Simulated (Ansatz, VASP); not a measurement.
**One calculation of Li5Cl3, two programs**

```xyz
8
Lattice="8.0899 0.0000 0.0000 -4.0450 7.0061 0.0000 0.0000 0.0000 4.5360" Properties=species:S:1:pos:R:3 pbc="T T T"
Li    4.0450    0.0000    0.0000
Li   -2.0225    3.5030    0.0000
Li    2.0225    3.5030    0.0000
Li    0.0000    0.0000    1.1395
Li    0.0000    0.0000    3.3965
Cl    4.0450    0.0000    2.2680
Cl   -2.0225    3.5030    2.2680
Cl    2.0225    3.5030    2.2680
```

Alike in both runs: functional PBE; k mesh 6 × 6 × 8; occupations gaussian, width 0.01 eV; no spin polarisation.

Ansatz relaxed the structure, and its values are those at the end. VASP's run is a single point on that final structure, the one shown.

|  | VASP | Ansatz |
| --- | --- | --- |
| version | VASP 6.6.1 | Ansatz 0.2.0 |
| potentials or method | VASP PAW PBE potentials, release 64 (Li_sv, Cl), cutoff 520 eV | scalar-relativistic, plane waves, PAW |
| valence electrons in the cell | 36 | 36 |

|  | VASP | Ansatz | Ansatz less VASP |
| --- | --- | --- | --- |
| gap on the k mesh at the Fermi level (eV) | 0.15 | 0.14 | -0.009 |
| least direct gap on the mesh (eV) | 0.15 | 0.14 | -0.009 |

The functional is the same, so the differences come from potentials, cutoffs and numerics.

Noted on VASP's run: the cutoff is under 1.25 times that of the potentials, so the pressure is a little rough.
